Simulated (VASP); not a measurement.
Ge, 4 atoms in the cell. The structure is hexagonal, space group P6_3/mmc (No. 194). The conventional cell has a = 3.998 Å, b = 3.998 Å, c = 6.599 Å, α = 90.00°, β = 90.00°, γ = 120.00°. Within 3.2 Å of Ge (site symmetry 3m) lie 4 Ge at 2.45 to 2.47 Å. This isn't the form of Ge at room conditions, which is diamond.

```yaml
Program: VASP 6.6.1
Task: vibrations by perturbation theory
Functional: PBEsol
Potentials_or_basis: VASP PAW PBE potentials, release 64 (Ge_d)
Cutoff: 520 eV
k_mesh: 8 × 8 × 4
Occupations: fermi-dirac, width 0.05 eV
Spin: no spin polarisation
Dipole_correction: no
Further_INCAR_settings: ALGO = Normal; EDIFF = 1e-08; IBRION = 8; NSW = 1
```

Potentials or basis: VASP PAW PBE potentials, release 64 (Ge_d).

Launch:

```console
$ cat potpaw_PBE.64/Ge_d/POTCAR > POTCAR
$ mpirun -np 1 vasp_std > vasp.out
```

Hardware: 1 thread of Intel(R) Xeon(R) Platinum 8488C (Sapphire Rapids), with other jobs on the host.

How long does it take, and how much memory?

Run time: 9.9 min on 1 thread of Intel(R) Xeon(R) Platinum 8488C (Sapphire Rapids) (shared host), peak memory 0.76 GiB. Counts: scf iterations 48, k points 30.
